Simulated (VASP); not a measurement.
Here is a VASP 6.6.1 calculation.

The input INCAR:

```
SYSTEM = Sb
ALGO = Normal ; EDIFF = 1E-7
EDIFFG = -0.01 ; ENCUT = 600
GGA = RP ; IBRION = 2
ISIF = 3 ; ISMEAR = -1
LASPH = .TRUE. ; LCHARG = .FALSE.
LREAL = .FALSE. ; LWAVE = .FALSE.
NELM = 100 ; NSW = 60
PREC = Accurate ; SIGMA = 0.05
```

Contents of KPOINTS:

```
k-points
0
G
  10 10 10
  0 0 0
```

Contents of POSCAR:

```
Sb
1.0
    0.0000000000      2.3712425216      2.3712425216
    2.3712425216      0.0000000000      2.3712425216
    2.3712425216      2.3712425216      0.0000000000
Sb
1
Direct
    0.0000000000      0.0000000000      0.0000000000
```

Potentials or basis: VASP PAW PBE potentials, release 64 (Sb).

Run with:

```sh
$ cat potpaw_PBE.64/Sb/POTCAR > POTCAR
$ mpirun -np 1 vasp_std > vasp.out
```

(1) What does it give for the space group after relaxing (to 0.05 Å)?

(2) Predict the relaxed volume.

(3) What does it give for the relaxed cell?

## Answers

(1) Fm-3m (No. 225).

(2) 28.01 Å³/atom.

(3) a = 3.409 Å, b = 3.409 Å, c = 3.409 Å, α = 60.00°, β = 60.00°, γ = 60.00°.

Caveat: the PAW data sets were made with another functional, which shifts forces and pressure a little.
